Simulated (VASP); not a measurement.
# Mg3O (I4/mmm) in VASP: a series of runs

The runs below take Mg3O through single point, with PBE.

Program: VASP 6.6.1. These are calculated values, not measurements. Logs are shortened: lines on timing, memory, paths and dates and some standing lists are left out, and cuts for length are marked.

**1. The cell of the first run**

It takes space group I4/mmm (No. 139, tetragonal). Conventional cell: a = 3.851 Å, b = 3.851 Å, c = 8.602 Å, α = 90.00°, β = 90.00°, γ = 90.00°. Within 3.6 Å of Mg (site symmetry 4/mmm) lie 4 O at 2.72 Å and 8 Mg at 2.89 Å. Within 3.6 Å of Mg (site symmetry -4m2) lie 8 Mg at 2.72 to 2.89 Å and 4 O at 2.89 Å. O (site symmetry 4/mmm) has 12 Mg at 2.72 to 2.89 Å within 3.6 Å.

**2. Single point, PBE**

INCAR reads:

```
  PREC = Accurate
  ENCUT = 520
  EDIFF = 1E-6
  ISMEAR = 0
  SIGMA = 0.1
  LREAL = False
  LASPH = True
  NELM = 80
  ALGO = Normal
  ISIF = 2
  LWAVE = False
  LCHARG = False
  GGA = PE
  NBANDS = 14
```

KPOINTS reads:

```
Automatic mesh
0
Gamma
  6 6 6
```

POSCAR reads:

```
Mg3O
1.0
   -1.9253741261      1.9253741261      4.3008357102
    1.9253741261     -1.9253741261      4.3008357102
    1.9253741261      1.9253741261     -4.3008357102
Mg O
3 1
Direct
    0.5000000000      0.5000000000      0.0000000000
    0.2500000000      0.7500000000      0.5000000000
    0.7500000000      0.2500000000      0.5000000000
    0.0000000000      0.0000000000      0.0000000000
```

Potentials or basis: VASP PAW PBE potentials, release 64 (Mg, O).

Started as:

```console
$ cat potpaw_PBE.64/Mg/POTCAR potpaw_PBE.64/O/POTCAR > POTCAR
$ mpirun -np 1 vasp_std > vasp.out
```

OUTCAR:

```text
PREC = Accurate
   ENCUT = 520
   EDIFF = 1E-6
   ISMEAR = 0
   LREAL = False
   LASPH = True
   NELM = 80
   ISIF = 2
   GGA = PE

 ion  position               nearest neighbor table
   1  0.500  0.500  0.000-   4 2.72   4 2.72   4 2.72   4 2.72   3 2.89   2 2.89   3 2.89   3 2.89
                             2 2.89   2 2.89   3 2.89   2 2.89
   2  0.250  0.750  0.500-   3 2.72   3 2.72   3 2.72   3 2.72   1 2.89   1 2.89   1 2.89   1 2.89

   3  0.750  0.250  0.500-   2 2.72   2 2.72   2 2.72   2 2.72   1 2.89   1 2.89   1 2.89   1 2.89

   4  0.000  0.000  0.000-   1 2.72   1 2.72   1 2.72   1 2.72

  LATTYP: Found a body centered tetragonal cell.
 ALAT       =     3.8507482522
 C/A-ratio  =     2.2337662337

  Lattice vectors:

 A1 = (  -1.9253741261,   1.9253741261,   4.3008357102)
 A2 = (   1.9253741261,  -1.9253741261,   4.3008357102)
 A3 = (   1.9253741261,   1.9253741261,  -4.3008357102)

Analysis of symmetry for initial positions (statically):
=====================================================================
 Subroutine PRICEL returns:
 Original cell was already a primitive cell.

 Routine SETGRP: Setting up the symmetry group for a
 body centered tetragonal supercell.

 Subroutine GETGRP returns: Found 16 space group operations
 (whereof 16 operations were pure point group operations)
 out of a pool of 16 trial point group operations.

The static configuration has the point symmetry D_4h.

Analysis of symmetry for dynamics (positions and initial velocities):
=====================================================================
 Subroutine PRICEL returns:
 Original cell was already a primitive cell.

 Routine SETGRP: Setting up the symmetry group for a
 body centered tetragonal supercell.

 Subroutine GETGRP returns: Found 16 space group operations
 (whereof 16 operations were pure point group operations)
 out of a pool of 16 trial point group operations.

The dynamic configuration has the point symmetry D_4h.

 Subroutine INISYM returns: Found 16 space group operations
 (whereof 16 operations are pure point group operations),
 and found     1 'primitive' translations

----------------------------------------------------------------------------------------

                                     Primitive cell

  volume of cell :      63.7739
[... 103 lines left out ...]
   PSTRESS=    0.0 pullay stress
   NELECT =      12.0000    total number of electrons
   NUPDOWN=      -1.0000    fix difference up-down
   EMIN   =  10.00;   EMAX   =-10.00  energy-range for DOS
   EFERMI =   0.00;   METHOD = LEGACY
   ISMEAR =     0;   SIGMA  =   0.10  broadening in eV -4-tet -1-fermi 0-gaus
   EFERMI_NEDOS =   21; number of points for ismear=-14 and -15
   IALGO  =     38    algorithm
   IMIX   =      4    mixing-type and parameters
     AMIX     =   0.40;   BMIX     =  1.00
     AMIX_MAG =   1.60;   BMIX_MAG =  1.00
  volume/ion in A,a.u.               =      15.94       107.59
  Fermi-wavevector in a.u.,A,eV,Ry     =   0.938111  1.772773 11.973837  0.880052
  Thomas-Fermi vector in A             =   2.065290
   LORBIT       =      0    0 simple, 1 ext, 2 COOP (PROOUT), +10 PAW based schemes
   GGA     = PE    functional components
   LHFCALC =     F    Hartree Fock is set to
   AEXX    =    0.0000 exact exchange contribution
   IVDW    =     0    specifies the selected vdW correction
   LEPSILON=     F    determine dielectric tensor
   LRPA    =     F    only Hartree local field effects (RPA)
 non-spin polarized calculation
 Gauss-broadening in eV      SIGMA  =   0.10
  energy-cutoff  :      520.00
  volume of cell :       63.77
 maximum number of plane-waves:      1735
 NGX is ok and might be reduce to    40
   NGX = 19   NGY = 19   NGZ = 19

 number of electron      12.0000002 magnetization

 Free energy of the ion-electron system (eV)
  ---------------------------------------------------
  ext. energy  EPLUGINS =         0.00000000
  ---------------------------------------------------
  free energy    TOTEN  =       -10.26872112 eV

  energy without entropy =      -10.26406297  energy(sigma->0) =      -10.26639205

 E-fermi :   3.6618     XC(G=0):  -9.3823

 val. band max:        3.6337924031   @ k =  -0.1667   0.1667   0.0000
 cond. band min:       3.6695129787   @ k =   0.3333   0.3333   0.1667
 fundamental gap:      0.0357205756
 Fermi energy:         3.6617901662

 k-point     1 :       0.0000    0.0000    0.0000
  band No.  band energies     occupation
      1     -13.5526      2.00000
      2      -2.4171      2.00000
      3       0.1813      2.00000
      4       0.8259      2.00000
      5       0.8259      2.00000
      6       4.6344      0.00000
      7       5.9302      0.00000
      8       6.5924      0.00000
      9       6.5924      0.00000
     10       8.0396      0.00000
     11      10.0322      0.00000
     12      10.2577      0.00000
     13      10.2577      0.00000
     14      10.5799      0.00000
[... 377 lines left out ...]
      1     -13.5096      2.00000
      2      -2.4762      2.00000
      3      -0.0552      2.00000
      4       0.7983      2.00000
      5       1.2248      2.00000
      6       3.1743      2.00000
      7       5.4048      0.00000
      8       6.9667      0.00000
      9       7.8375      0.00000
     10       9.1072      0.00000
     11       9.3449      0.00000
     12      10.3905      0.00000
     13      10.7167      0.00000
     14      12.7436      0.00000

 [... further k-points ...]

------------------------ aborting loop because EDIFF is reached ----------------------------------------

  FORCE on cell =-STRESS in cart. coord.  units (eV):
  Direction    XX          YY          ZZ          XY          YZ          ZX
  --------------------------------------------------------------------------------------
  -------------------------------------------------------------------------------------
  Total        0.1397595      0.1397595      3.6468689      0.0000000      0.0000000      0.0000000
  in kB        3.5111460      3.5111460     91.6194395      0.0000000      0.0000000      0.0000000
  external PRESSURE =      32.8805771 kB  Pullay stress =       0.0000000 kB

 VOLUME and BASIS-vectors are now :
 -----------------------------------------------------------------------------
  energy-cutoff  :      520.00
  volume of cell :       63.77
      direct lattice vectors                 reciprocal lattice vectors
    -1.925374126  1.925374126  4.300835710     0.000000000  0.259689789  0.116256475
     1.925374126 -1.925374126  4.300835710     0.259689789  0.000000000  0.116256475
     1.925374126  1.925374126 -4.300835710     0.259689789  0.259689789  0.000000000

 POSITION                                       TOTAL-FORCE (eV/Angst)
 -----------------------------------------------------------------------------------
      0.00000      0.00000      4.30084        -0.000000     -0.000000     -0.000000
      1.92537     -0.00000      2.15042         0.000000      0.000000     -0.000000
     -0.00000      1.92537      2.15042        -0.000000      0.000000      0.000000
      0.00000      0.00000      0.00000        -0.000000     -0.000000     -0.000000
 -----------------------------------------------------------------------------------
    total drift:                               -0.000000     -0.000000     -0.000000

  FREE ENERGIE OF THE ION-ELECTRON SYSTEM (eV)
  ---------------------------------------------------
  free  energy   TOTEN  =       -10.2687211224 eV

  energy  without entropy=      -10.2640629700  energy(sigma->0) =      -10.26639205
```

OSZICAR:

```text
N       E                     dE             d eps       ncg     rms          rms(c)
DAV:   1     0.261746875712E+02    0.26175E+02   -0.41336E+03   840   0.674E+02
DAV:   2    -0.936605060916E+01   -0.35541E+02   -0.31858E+02  1164   0.107E+02
DAV:   3    -0.122418110284E+02   -0.28758E+01   -0.28651E+01  1014   0.306E+01
DAV:   4    -0.122527720230E+02   -0.10961E-01   -0.10960E-01  1014   0.222E+00
DAV:   5    -0.122528398652E+02   -0.67842E-04   -0.67842E-04  1044   0.179E-01    0.816E+00
DAV:   6    -0.109447803168E+02    0.13081E+01   -0.20462E+01   960   0.241E+01    0.717E+00
DAV:   7    -0.103327421396E+02    0.61204E+00   -0.38267E+00   996   0.101E+01    0.156E+00
DAV:   8    -0.103034299711E+02    0.29312E-01   -0.70920E-01   912   0.461E+00    0.105E+00
DAV:   9    -0.102701918010E+02    0.33238E-01   -0.10513E-01   948   0.158E+00    0.241E-01
DAV:  10    -0.102688241452E+02    0.13677E-02   -0.12891E-02   900   0.646E-01    0.967E-02
DAV:  11    -0.102687290704E+02    0.95075E-04   -0.11061E-03   978   0.174E-01    0.185E-02
DAV:  12    -0.102687224071E+02    0.66633E-05   -0.64950E-05   936   0.549E-02    0.103E-02
DAV:  13    -0.102687212635E+02    0.11436E-05   -0.15357E-05  1038   0.221E-02    0.389E-03
DAV:  14    -0.102687211224E+02    0.14112E-06   -0.22965E-06   548   0.887E-03
   1 F= -.10268721E+02 E0= -.10266392E+02  d E =-.465815E-02
```

It took 22 s on 1 thread of Intel Xeon 6975P-C (Granite Rapids), shared host; peak memory 0.24 GiB.

What came out:

```yaml
Free_energy: -10.2687 eV
Pressure: 3.3 GPa
Band_gap_on_the_k_mesh: zero (band 6 reaches 4.63 eV, above the bottom of band 7 at 3.19 eV)
```

Levels at points of the mesh, in eV from the Fermi level:
```tsv
k point	band 3	band 4	band 5	band 6	band 7	band 8	band 9	band 10
(0.00, 0.00, 0.00)	-3.48	-2.84	-2.84	0.97	2.27	2.93	2.93	4.38
(0.50, 0.00, 0.00)	-3.71	-3.25	-2.71	-0.62	0.94	2.96	4.04	5.26
(0.50, 0.50, 0.00)	-4.06	-3.52	-2.39	-0.36	-0.29	1.11	3.20	3.80
(0.50, 0.50, 0.50)	-2.98	-2.98	-2.87	-0.85	3.34	3.37	3.37	4.18
```

Caveat: the k points lie up to 0.38 Å⁻¹ apart.

**3. Single point, PBE**

This run uses another cell than the first one, of 16.84 Å³/atom, 1.056 times its volume.

INCAR reads:

```
SYSTEM = Mg3O
PREC = Accurate
ENCUT = 520
EDIFF = 1E-6
ISMEAR = 0
SIGMA = 0.1
LREAL = .False.
LASPH = .True.
NELM = 100
ALGO = Normal
ISIF = 2
LWAVE = .False.
LCHARG = .False.
GGA = PE
NBANDS = 14
```

KPOINTS reads:

```
Automatic mesh
0
Gamma
  16 16 16
  0 0 0
```

POSCAR reads:

```
Mg3O
1.0
   -1.8520183514      1.8520183514      4.9098134101
    1.8520183514     -1.8520183514      4.9098134101
    1.8520183514      1.8520183514     -4.9098134101
Mg O
3 1
Direct
    0.5000000000      0.5000000000      0.0000000000
    0.2500000000      0.7500000000      0.5000000000
    0.7500000000      0.2500000000      0.5000000000
    0.0000000000      0.0000000000      0.0000000000
```

Potentials or basis: VASP PAW PBE potentials, release 64 (Mg, O).

Started as:

```console
$ cat potpaw_PBE.64/Mg/POTCAR potpaw_PBE.64/O/POTCAR > POTCAR
$ mpirun -np 1 vasp_std > vasp.out
```

Run time: 4.4 min. Hardware: 1 thread of Intel Xeon 6975P-C (Granite Rapids), shared host; peak memory 0.49 GiB.

The run converged. Its results:

```yaml
Free_energy: -10.4988 eV
Pressure: -0.2 GPa
Band_gap_on_the_k_mesh: zero (band 6 reaches 4.09 eV, above the bottom of band 7 at 2.82 eV)
```

Stress tensor (GPa, compression positive):
```
-0.12  0.00  0.00
 0.00 -0.12  0.00
 0.00  0.00 -0.22
```

Levels at points of the mesh, in eV from the Fermi level:
```tsv
k point	band 2	band 3	band 4	band 5	band 6	band 7	band 8	band 9	band 10	band 11
(0.00, 0.00, 0.00)	-6.22	-3.70	-2.52	-2.52	0.79	1.32	3.39	3.39	5.03	5.34
(0.50, 0.00, 0.00)	-5.34	-3.64	-3.44	-2.37	-1.05	0.91	2.56	5.07	5.11	5.74
(0.50, 0.50, 0.00)	-4.12	-3.82	-3.12	-2.04	-0.65	-0.27	0.89	2.47	3.75	4.14
(0.50, 0.50, 0.50)	-6.62	-2.74	-2.58	-2.58	-1.27	3.74	3.74	3.91	4.55	6.63
```
